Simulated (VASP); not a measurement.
# AlGa3N4 (P-43m) in VASP: vibrations by perturbation theory with PBEsol

Aim: the vibrations by perturbation theory of AlGa3N4 with PBEsol.

Everything below comes from runs of VASP 6.6.1. Logs are shortened: lines on timing, memory, paths and dates and some standing lists are left out, and cuts for length are marked.

**1. The cell of the first run**

Symmetry: P-43m, No. 215, cubic system. The conventional cell has a = 4.497 Å, b = 4.497 Å, c = 4.497 Å, α = 90.00°, β = 90.00°, γ = 90.00°. Within 2.5 Å of Al (site symmetry -43m) lie 4 N at 1.91 Å. Within 2.6 Å of Ga (site symmetry -42m) lie 4 N at 1.96 Å. N (site symmetry 3m) has 1 Al at 1.91 Å and 3 Ga at 1.96 Å within 2.5 Å.

**2. Vibrations by perturbation theory, PBEsol (11.37 Å³/atom)**

The input, INCAR:

```
SYSTEM = AlGa3N4
PREC = Accurate
ENCUT = 520
EDIFF = 1E-8
ISMEAR = 0
SIGMA = 0.01
LREAL = .FALSE.
LASPH = .TRUE.
NELM = 100
ALGO = Normal
ISIF = 2
LWAVE = .FALSE.
LCHARG = .FALSE.
GGA = PS
IBRION = 8
NSW = 1
LEPSILON = .TRUE.
```

The input, KPOINTS:

```
Automatic mesh
0
G
  6 6 6
  0 0 0
```

The input, POSCAR:

```
AlGa3N4
1.0
    4.4971598394      0.0000000000      0.0000000000
    0.0000000000      4.4971598394      0.0000000000
    0.0000000000      0.0000000000      4.4971598394
Al Ga N
1 3 4
Direct
    0.0000000000      0.0000000000      0.0000000000
    0.5000000000      0.5000000000      0.0000000000
    0.5000000000      0.0000000000      0.5000000000
    0.0000000000      0.5000000000      0.5000000000
    0.7550237168      0.7550237168      0.2449762832
    0.7550237168      0.2449762832      0.7550237168
    0.2449762832      0.7550237168      0.7550237168
    0.2449762832      0.2449762832      0.2449762832
```

Potentials or basis: VASP PAW PBE potentials, release 64 (Al, Ga_d, N).

Started as:

```bash
cat potpaw_PBE.64/Al/POTCAR potpaw_PBE.64/Ga_d/POTCAR potpaw_PBE.64/N/POTCAR > POTCAR
mpirun -np 1 vasp_std > vasp.out
```

OUTCAR:

```text
SYSTEM = AlGa3N4
   PREC = Accurate
   ENCUT = 520
   EDIFF = 1E-8
   ISMEAR = 0
   LREAL = .FALSE.
   LASPH = .TRUE.
   NELM = 100
   ISIF = 2
   GGA = PS
   IBRION = 8
   NSW = 1
   LEPSILON = .TRUE.

 ion  position               nearest neighbor table
   1  0.000  0.000  0.000-   5 1.91   6 1.91   7 1.91   8 1.91
   2  0.500  0.500  0.000-   5 1.96   6 1.96   7 1.96   8 1.96
   3  0.500  0.000  0.500-   5 1.96   6 1.96   7 1.96   8 1.96
   4  0.000  0.500  0.500-   5 1.96   6 1.96   7 1.96   8 1.96
   5  0.755  0.755  0.245-   1 1.91   2 1.96   3 1.96   4 1.96
   6  0.755  0.245  0.755-   1 1.91   2 1.96   3 1.96   4 1.96
   7  0.245  0.755  0.755-   1 1.91   2 1.96   3 1.96   4 1.96
   8  0.245  0.245  0.245-   1 1.91   2 1.96   3 1.96   4 1.96

  LATTYP: Found a simple cubic cell.
 ALAT       =     4.4971598394

  Lattice vectors:

 A1 = (   4.4971598394,   0.0000000000,   0.0000000000)
 A2 = (   0.0000000000,   4.4971598394,   0.0000000000)
 A3 = (   0.0000000000,   0.0000000000,   4.4971598394)

Analysis of symmetry for initial positions (statically):
=====================================================================
 Subroutine PRICEL returns:
 Original cell was already a primitive cell.

 Routine SETGRP: Setting up the symmetry group for a
 simple cubic supercell.

 Subroutine GETGRP returns: Found 24 space group operations
 (whereof 24 operations were pure point group operations)
 out of a pool of 48 trial point group operations.

The static configuration has the point symmetry T_d .

[... 1120 lines left out ...]
  y    -0.33900     0.63914    -0.33900    -0.58254    -0.55634    -7.36978
  z    -0.33900    -0.33900     0.63914    -7.36978    -0.58254    -0.55634

 SECOND DERIVATIVES (NOT SYMMETRIZED)
 ------------------------------------
               1X          1Y          1Z          2X          2Y          2Z          3X          3Y          3Z          4X          4Y          4Z          5X          5Y          5Z          6X          6Y          6Z          7X          7Y          7Z          8X          8Y          8Z
  1X   -19.290172    0.000000    0.000000    4.204278    0.000000    0.000000    4.204278   -0.000000    0.000000   -3.070521    0.000000    0.000000    3.488034    2.213753   -2.213753    3.488034   -2.213753    2.213753    3.488034   -2.213753   -2.213753    3.488034    2.213753    2.213753
  1Y     0.000000  -19.290172    0.000000    0.000000    4.204278   -0.000000    0.000000   -3.070521    0.000000   -0.000000    4.204278    0.000000    2.213753    3.488034   -2.213753   -2.213753    3.488034   -2.213753   -2.213753    3.488034    2.213753    2.213753    3.488034    2.213753
  1Z     0.000000    0.000000  -19.290172    0.000000    0.000000   -3.070521    0.000000    0.000000    4.204278    0.000000    0.000000    4.204278   -2.213753   -2.213753    3.488034    2.213753   -2.213753    3.488034   -2.213753    2.213753    3.488034    2.213753    2.213753    3.488034
  2X     4.191290    0.000000    0.000000  -17.152822    0.000000    0.000000   -3.278951    0.000000    0.000000    4.453576    0.000000    0.000000    2.946727    2.173780    1.935296    2.946727   -2.173780   -1.935296    2.946727   -2.173780    1.935296    2.946727    2.173780   -1.935296
  2Y     0.000000    4.191290    0.000000    0.000000  -17.152822    0.000000    0.000000    4.453576    0.000000    0.000000   -3.278951    0.000000    2.173780    2.946727    1.935296   -2.173780    2.946727    1.935296   -2.173780    2.946727   -1.935296    2.173780    2.946727   -1.935296
  2Z    -0.000000   -0.000000   -3.066658   -0.000000   -0.000000  -16.437494   -0.000000   -0.000000    4.443393   -0.000000   -0.000000    4.443393    1.941271    1.941271    2.654341   -1.941271    1.941271    2.654341    1.941271   -1.941271    2.654341   -1.941271   -1.941271    2.654341
  3X     4.191290    0.000000    0.000000   -3.278951    0.000000    0.000000  -17.152822    0.000000    0.000000    4.453576    0.000000    0.000000    2.946727   -1.935296   -2.173780    2.946727    1.935296    2.173780    2.946727    1.935296   -2.173780    2.946727   -1.935296    2.173780
  3Y     0.000000   -3.066658   -0.000000    0.000000    4.443393   -0.000000    0.000000  -16.437494   -0.000000    0.000000    4.443393   -0.000000   -1.941271    2.654341    1.941271    1.941271    2.654341    1.941271    1.941271    2.654341   -1.941271   -1.941271    2.654341   -1.941271
  3Z     0.000000    0.000000    4.191290    0.000000    0.000000    4.453576    0.000000    0.000000  -17.152822    0.000000    0.000000   -3.278951   -2.173780    1.935296    2.946727    2.173780    1.935296    2.946727   -2.173780   -1.935296    2.946727    2.173780   -1.935296    2.946727
  4X    -3.066658   -0.000000    0.000000    4.443393   -0.000000    0.000000    4.443393   -0.000000    0.000000  -16.437494   -0.000000    0.000000    2.654341   -1.941271    1.941271    2.654341    1.941271   -1.941271    2.654341    1.941271    1.941271    2.654341   -1.941271   -1.941271
  4Y     0.000000    4.191290    0.000000    0.000000   -3.278951    0.000000    0.000000    4.453576    0.000000    0.000000  -17.152822    0.000000   -1.935296    2.946727   -2.173780    1.935296    2.946727   -2.173780    1.935296    2.946727    2.173780   -1.935296    2.946727    2.173780
  4Z     0.000000    0.000000    4.191290    0.000000    0.000000    4.453576    0.000000    0.000000   -3.278951    0.000000    0.000000  -17.152822    1.935296   -2.173780    2.946727   -1.935296   -2.173780    2.946727    1.935296    2.173780    2.946727   -1.935296    2.173780    2.946727
  5X     3.493319    2.215622   -2.215622    2.940918    2.175512    1.945731    2.940918   -1.945731   -2.175512    2.650579   -1.935056    1.935056  -16.957475   -0.552356    0.552356   -0.283171   -0.030130    0.030130    2.607456    0.030219   -0.041920    2.607456    0.041920   -0.030219
  5Y     2.215622    3.493319   -2.215622    2.175512    2.940918    1.945731   -1.935056    2.650579    1.935056   -1.945731    2.940918   -2.175512   -0.552356  -16.957475    0.552356    0.030219    2.607456   -0.041920   -0.030130   -0.283171    0.030130    0.041920    2.607456   -0.030219
  5Z    -2.215622   -2.215622    3.493319    1.935056    1.935056    2.650579   -2.175512    1.945731    2.940918    1.945731   -2.175512    2.940918    0.552356    0.552356  -16.957475   -0.030219   -0.041920    2.607456   -0.041920   -0.030219    2.607456    0.030130    0.030130   -0.283171
  6X     3.493319   -2.215622    2.215622    2.940918   -2.175512   -1.945731    2.940918    1.945731    2.175512    2.650579    1.935056   -1.935056   -0.283171    0.030130   -0.030130  -16.957475    0.552356   -0.552356    2.607456   -0.041920    0.030219    2.607456   -0.030219    0.041920
  6Y    -2.215622    3.493319   -2.215622   -2.175512    2.940918    1.945731    1.935056    2.650579    1.935056    1.945731    2.940918   -2.175512   -0.030219    2.607456   -0.041920    0.552356  -16.957475    0.552356   -0.041920    2.607456   -0.030219    0.030130   -0.283171    0.030130
  6Z     2.215622   -2.215622    3.493319   -1.935056    1.935056    2.650579    2.175512    1.945731    2.940918   -1.945731   -2.175512    2.940918    0.030219   -0.041920    2.607456   -0.552356    0.552356  -16.957475   -0.030130    0.030130   -0.283171    0.041920   -0.030219    2.607456
  7X     3.493319   -2.215622   -2.215622    2.940918   -2.175512    1.945731    2.940918    1.945731   -2.175512    2.650579    1.935056    1.935056    2.607456   -0.030219   -0.041920    2.607456   -0.041920   -0.030219  -16.957475    0.552356    0.552356   -0.283171    0.030130    0.030130
  7Y    -2.215622    3.493319    2.215622   -2.175512    2.940918   -1.945731    1.935056    2.650579   -1.935056    1.945731    2.940918    2.175512    0.030130   -0.283171   -0.030130   -0.041920    2.607456    0.030219    0.552356  -16.957475   -0.552356   -0.030219    2.607456    0.041920
  7Z    -2.215622    2.215622    3.493319    1.935056   -1.935056    2.650579   -2.175512   -1.945731    2.940918    1.945731    2.175512    2.940918   -0.041920    0.030219    2.607456    0.030130   -0.030130   -0.283171    0.552356   -0.552356  -16.957475   -0.030219    0.041920    2.607456
  8X     3.493319    2.215622    2.215622    2.940918    2.175512   -1.945731    2.940918   -1.945731    2.175512    2.650579   -1.935056   -1.935056    2.607456    0.041920    0.030219    2.607456    0.030219    0.041920   -0.283171   -0.030130   -0.030130  -16.957475   -0.552356   -0.552356
  8Y     2.215622    3.493319    2.215622    2.175512    2.940918   -1.945731   -1.935056    2.650579   -1.935056   -1.945731    2.940918    2.175512    0.041920    2.607456    0.030219   -0.030130   -0.283171   -0.030130    0.030219    2.607456    0.041920   -0.552356  -16.957475   -0.552356
  8Z     2.215622    2.215622    3.493319   -1.935056   -1.935056    2.650579    2.175512   -1.945731    2.940918   -1.945731    2.175512    2.940918   -0.030130   -0.030130   -0.283171    0.041920    0.030219    2.607456    0.030219    0.041920    2.607456   -0.552356   -0.552356  -16.957475

 Eigenvectors and eigenvalues of the dynamical matrix
 ----------------------------------------------------

   1 f  =   20.263821 THz   127.321344 2PiTHz  675.928321 cm-1    83.804393 meV
             X         Y         Z           dx          dy          dz
      0.000000  0.000000  0.000000     0.000000    0.000000    0.000000
      2.248580  2.248580  0.000000     0.000000    0.000000   -0.000000
      2.248580  0.000000  2.248580    -0.000000   -0.000000    0.000000
      0.000000  2.248580  2.248580    -0.000000   -0.000000   -0.000000
      3.395462  3.395462  1.101698    -0.288675   -0.288675    0.288675
      3.395462  1.101698  3.395462    -0.288675    0.288675   -0.288675
      1.101698  3.395462  3.395462     0.288675   -0.288675   -0.288675
      1.101698  1.101698  1.101698     0.288675    0.288675    0.288675
[... 243 lines left out ...]
  24 f/i=    0.003204 THz     0.020129 2PiTHz    0.106864 cm-1     0.013249 meV
             X         Y         Z           dx          dy          dz
      0.000000  0.000000  0.000000    -0.005076   -0.006983    0.303807
      2.248580  2.248580  0.000000    -0.008158   -0.011221    0.488388
      2.248580  0.000000  2.248580    -0.008158   -0.011225    0.488207
      0.000000  2.248580  2.248580    -0.008161   -0.011221    0.488207
      3.395462  3.395462  1.101698    -0.003657   -0.005031    0.218906
      3.395462  1.101698  3.395462    -0.003658   -0.005031    0.218906
      1.101698  3.395462  3.395462    -0.003657   -0.005032    0.218906
      1.101698  1.101698  1.101698    -0.003658   -0.005032    0.218906

--------------------------------------------------------------------------------------------------------

 MACROSCOPIC STATIC DIELECTRIC TENSOR IONIC CONTRIBUTION
 ------------------------------------------------------
           4.570124     0.000000     0.000000
           0.000000     4.570124    -0.000000
           0.000000    -0.000000     4.570124
 ------------------------------------------------------

 ELASTIC MODULI CONTR FROM IONIC RELAXATION (kBar)
 Direction    XX          YY          ZZ          XY          YZ          ZX
 --------------------------------------------------------------------------------
 XX          -2.0517      1.0236      1.0236     -0.0000     -0.0000     -0.0000
 YY           1.0236     -2.0517      1.0236      0.0000      0.0000      0.0000
 ZZ           1.0236      1.0236     -2.0517      0.0000      0.0000      0.0000
 XY          -0.0000     -0.0000      0.0000   -324.2530     -0.0000      0.0000
 YZ           0.0000     -0.0000      0.0000     -0.0000   -324.2530     -0.0000
 ZX          -0.0000      0.0000      0.0000      0.0000     -0.0000   -324.2530
 --------------------------------------------------------------------------------

 PIEZOELECTRIC TENSOR IONIC CONTR  for field in x, y, z        (C/m^2)
          XX          YY          ZZ          XY          YZ          ZX
  --------------------------------------------------------------------------------
  x    -0.00000    -0.00000    -0.00000     0.00000     1.13790     0.00000
  y     0.00000    -0.00000     0.00000    -0.00000     0.00000     1.13790
  z     0.00000     0.00000    -0.00000     1.13790     0.00000    -0.00000
```

It took 1.6 h on 1 thread of Oxide Virtual Turin-like, shared host; peak memory 0.66 GiB.

Results:

- Electronic dielectric tensor (diagonal): 5.63
- Born charges (mean of the diagonal): Al +2.54; Ga +2.64; N -2.61 e
- Highest phonon frequency at Γ, LO-TO splitting left out: 676 cm⁻¹

Phonon frequencies in cm⁻¹ (negative: imaginary):
| q point | frequencies |
| --- | --- |
| (0.000, 0.000, 0.000) | 0 0 0 189 189 189 232 232 232 402 402 402 541 541 541 574 574 574 633 633 633 653 653 676 |

Electronic dielectric tensor:
```
5.63 0.00 0.00
0.00 5.63 0.00
0.00 0.00 5.63
```

Born effective charge tensors (e):
atom 1, Al
```
2.54 0.00 0.00
0.00 2.54 0.00
0.00 0.00 2.54
```
atom 2, Ga
```
2.61 0.00 0.00
0.00 2.61 0.00
0.00 0.00 2.70
```
atom 3, Ga
```
2.61 0.00 0.00
0.00 2.70 0.00
0.00 0.00 2.61
```
atom 4, Ga
```
2.70 0.00 0.00
0.00 2.61 0.00
0.00 0.00 2.61
```
atom 5, N
```
-2.61  0.05 -0.05
 0.05 -2.61 -0.05
-0.05 -0.05 -2.61
```
atom 6, N
```
-2.61 -0.05  0.05
-0.05 -2.61 -0.05
 0.05 -0.05 -2.61
```
atom 7, N
```
-2.61 -0.05 -0.05
-0.05 -2.61  0.05
-0.05  0.05 -2.61
```
atom 8, N
```
-2.61  0.05  0.05
 0.05 -2.61  0.05
 0.05  0.05 -2.61
```

Caveat: the cell stands under pressure or tension, which shifts response properties; the PAW data sets were made with another functional, which shifts forces and pressure a little.
